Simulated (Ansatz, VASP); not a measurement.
**Two plane-wave programs on WSe2**

Contents of INCAR:

```
ALGO = Normal ; EDIFF = 1E-6
ENCUT = 520 ; GGA = PS
ISIF = 2 ; ISMEAR = 0
LASPH = True ; LCHARG = False
LREAL = False ; LWAVE = False
NBANDS = 20 ; NELM = 60
PREC = Accurate ; SIGMA = 0.05
```

KPOINTS

```
k-points
0
Gamma
  12 12 2
```

The input POSCAR:

```
WSe2
1.0
    3.1721450981      0.0000000000      0.0000000000
   -1.5860725490      2.7471582394      0.0000000000
    0.0000000000      0.0000000000     16.9111353302
W Se
1 2
Direct
    0.0000000000      0.0000000000      0.0000000000
    0.3333333333      0.6666666667      0.1003992715
    0.3333333333      0.6666666667      0.8996007285
```

Input for Ansatz:

```yaml
crystal:
  lattice:
    - [3.1721450981, 0.0, 0.0]
    - [-1.586072549, 2.7471582394, 0.0]
    - [0.0, 0.0, 16.9111353302]
  atoms:
    - { symbol: W, position: [0.0, 0.0, 0.0] }
    - { symbol: Se, position: [0.3333333333, 0.6666666667, 0.1003992715] }
    - { symbol: Se, position: [0.3333333333, 0.6666666667, 0.8996007285] }
basis:
  ecutwfc: 420
kpoints:
  mp_grid: { grid: [12, 12, 2] }
hamiltonian:
  xc: pbesol
scf:
  occupations: { method: gaussian, width: 0.05 }
output:
  forces: true
  stress: true
  eigenvalues: true
```

Change from the starting cell: strain -0.030 along x and y, +0.015 along z, atoms carried along.

Alike in both runs: task single point; functional PBEsol; k mesh 12 × 12 × 2; occupations gaussian, width 0.05 eV; no spin polarisation.

|  | VASP | Ansatz |
| --- | --- | --- |
| version | VASP 6.6.1 | Ansatz 0.2.0 |
| potentials or method | VASP PAW PBE potentials, release 64 (W_sv, Se), cutoff 520 eV | scalar-relativistic, plane waves, PAW |
| valence electrons in the cell | 26 | 46 |

VASP gave:

- gap on the k mesh at the Fermi level (eV): 1.56
- least direct gap on the mesh (eV): 2.11
- rms of the force components (eV/Å): 0.151

Q: Estimate Ansatz's values.

A: gap on the k mesh at the Fermi level (eV): 1.56; least direct gap on the mesh (eV): 2.12; rms of the force components (eV/Å): 0.118.

VASP's potentials were made for PBE, not for PBEsol. Atom by atom the forces differ by 0.033 eV/Å (rms over components). The functional is the same, so the differences come from potentials, cutoffs and numerics. VASP's potentials hold 26 valence electrons a cell and Ansatz's 46, so a difference there can come from the potentials and not from the codes.

Spin-orbit coupling is off throughout.
